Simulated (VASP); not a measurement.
Here is a VASP 6.6.1 calculation.

Contents of INCAR:

```
SYSTEM = Si
  ALGO = Normal
  EDIFF = 1E-6
  ENCUT = 400
  GGA = PE
  GGA_COMPAT = .FALSE.
  ISIF = 2
  ISMEAR = 0
  ISPIN = 2
  IVDW = 12
  LASPH = .TRUE.
  LCHARG = .FALSE.
  LORBIT = 11
  LREAL = Auto
  LWAVE = .FALSE.
  MAGMOM = 0 0 0 0 0 0 0 0 0 0 0 0 0 0 0 0 0 0 0 0 0 0 0 0 0 0 0 0 0 0 0 0 0 0 0 0 0 0 0 0.16 0 0 0 0 0 0 0 0 0 0 0 0 0 0.16 0 0 0 0.16 0.16 0 0 0 0
  NBANDS = 167
  NELECT = 253.0
  NELM = 200
  PREC = Accurate
  SIGMA = 0.05
```

Contents of KPOINTS:

```
k-points
0
G
  1 1 1
  0 0 0
```

File POSCAR:

```
Si
1.0
   10.8600000000      0.0000000000      0.0000000000
    0.0000000000     10.8600000000      0.0000000000
    0.0000000000      0.0000000000     10.8600000000
Si
63
Direct
    0.5012222836     -0.0017362799      0.0015137201
    0.6244802026      0.1263194291      0.1263605893
    0.7531476980      0.2469735727     -0.0006316759
    0.8766162983      0.3743593923      0.1232467772
    0.7492115101      0.0005998158      0.2501139963
    0.8714923573      0.1260484346      0.3769975138
    0.0006406998     -0.0024662983     -0.0012485267
    0.1210373849      0.1256762431      0.1260709945
    0.2494358195      0.2480814917      0.0014542357
    0.3750759669      0.3748393186      0.1249864641
    0.5044112339      0.5009658379      0.0044745856
    0.6260465930      0.6296444751      0.1279725599
    0.7528638122      0.7503305709     -0.0015043278
    0.8753837937      0.8748741252      0.1255143646
    0.2477520258     -0.0023872007      0.2456978821
    0.3719478821      0.1237305709      0.3732762431
    0.4984266114      0.2512546961      0.2520364641
    0.6169977901      0.3790723757      0.3807096685
    0.7481413444      0.5004114180      0.2506377532
    0.8768004604      0.6225473297      0.3739958564
    0.4971486188      0.0033396869      0.5022059853
    0.6108446593      0.1390588398      0.6280488950
    0.7454443831      0.2535475138      0.5018904236
    0.8751371087      0.3752142726      0.6255832413
    0.7437636280      0.0064025783      0.7472270718
    0.8764220074      0.1226266114      0.8725261510
    0.0063944751      0.4972988950     -0.0074604052
    0.1260548803      0.6238522099      0.1211704420
    0.2531908840      0.7401674033     -0.0108476059
    0.3736589319      0.8697976059      0.1205261510
   -0.0026662983      0.2511215470      0.2523469613
    0.1258895948      0.3743458564      0.3751613260
    0.2496444751      0.5000062615      0.2489475138
    0.3742772560      0.6245721915      0.3746256906
    0.4987186004      0.7526248619      0.2521162983
    0.6239557090      0.8779578269      0.3769979742
   -0.0012670350      0.0006577348      0.4994802947
    0.1262079190      0.1259429098      0.6237584715
    0.2515830571      0.2520424494      0.4996783610
    0.3022324125      0.4574259669      0.7235919890
    0.4868041436      0.5012554328      0.5117747698
    0.6248065378      0.6260982505      0.6251851750
    0.7510339779      0.7498418969      0.4970737569
    0.8733102210      0.8756546961      0.6246400552
    0.2504867403      0.0002929098      0.7496825967
    0.3747360958      0.1224251381      0.8777370166
    0.4784920810      0.2720851750      0.7588670350
    0.6274526703      0.3756747698      0.8789872007
    0.7495333333      0.4999288214      0.7500569982
    0.8774931860      0.6232518416      0.8728071823
    0.0007395028      0.7490534991      0.2485138122
    0.1241045120      0.8753811234      0.3740354512
    0.0017105893      0.4996963168      0.5010761510
    0.1368316759      0.6145644567      0.6259965009
    0.2490532228      0.7506108656      0.4991430018
    0.3748599448      0.8741792818      0.6257153775
    0.0017493554      0.2502266114      0.7492450276
    0.1396088398      0.3727848066      0.8624412523
    0.3829009208      0.6105335175      0.8640506446
    0.5023941068      0.7511091160      0.7510170350
    0.6269383057      0.8770045120      0.8750524862
    0.0029793738      0.7468753223      0.7474687845
    0.1265647330      0.8722028545      0.8725548803
```

Potentials or basis: VASP PAW PBE potentials, release 64 (Si).

Launch:

```bash
$ cat potpaw_PBE.64/Si/POTCAR > POTCAR
$ mpirun -np 1 vasp_gam > vasp.out
```

Q: Predict the dispersion energy per atom.

A: -0.316 eV.

Q: Predict the site moments.

A: Si +0.00, +0.01, -0.00, +0.14, +0.05, +0.02 (each value once) μB.

Forces on the atoms (eV/Å):
```
Si   0.016  0.005  0.006
Si   0.017 -0.001 -0.010
Si  -0.006 -0.003  0.017
Si   0.018  0.025 -0.017
Si   0.000 -0.006  0.004
Si  -0.003  0.008 -0.005
Si  -0.002  0.003  0.009
Si   0.015 -0.001 -0.004
Si  -0.026 -0.008  0.015
Si   0.003 -0.003 -0.009
Si   0.005  0.003  0.007
Si   0.021  0.001 -0.009
Si   0.003 -0.002  0.012
Si   0.005  0.008 -0.002
Si  -0.012 -0.009  0.005
Si   0.026 -0.013 -0.037
Si   0.008 -0.007 -0.011
Si   0.014  0.017 -0.029
Si   0.003 -0.022 -0.003
Si  -0.006  0.013 -0.003
Si   0.010 -0.009 -0.004
Si   0.015 -0.006 -0.019
Si   0.000  0.004  0.003
Si   0.007 -0.004  0.000
Si   0.007 -0.010  0.003
Si   0.003  0.015 -0.014
Si   0.017 -0.005 -0.003
Si   0.002  0.006  0.005
Si  -0.019  0.039  0.047
Si   0.025  0.021  0.013
Si  -0.001 -0.028 -0.006
Si  -0.014  0.010 -0.028
Si   0.001  0.002 -0.011
Si   0.021  0.000 -0.021
Si   0.009 -0.013 -0.007
Si   0.005 -0.009 -0.006
Si   0.017  0.009  0.005
Si   0.014  0.004  0.013
Si  -0.007 -0.028 -0.037
Si  -0.260  0.145  0.179
Si   0.019 -0.037 -0.020
Si   0.003 -0.019 -0.019
Si  -0.005 -0.006  0.029
Si   0.030 -0.001 -0.007
Si  -0.003 -0.011 -0.003
Si  -0.013 -0.001 -0.001
Si  -0.004 -0.034  0.007
Si  -0.020  0.014 -0.019
Si  -0.006 -0.002 -0.013
Si  -0.003  0.000 -0.007
Si  -0.008 -0.008  0.002
Si  -0.004 -0.013  0.002
Si  -0.003 -0.015 -0.012
Si   0.004 -0.002 -0.038
Si   0.025 -0.019  0.004
Si   0.007  0.001 -0.006
Si  -0.002 -0.005  0.006
Si   0.025 -0.003  0.008
Si   0.000  0.072  0.063
Si  -0.006 -0.018 -0.024
Si   0.003 -0.020 -0.014
Si   0.019 -0.029  0.014
Si  -0.007  0.004  0.000
```

Caveat: the k points lie up to 0.58 Å⁻¹ apart; the cell carries a net charge on a neutralising background, which shifts energy and pressure.
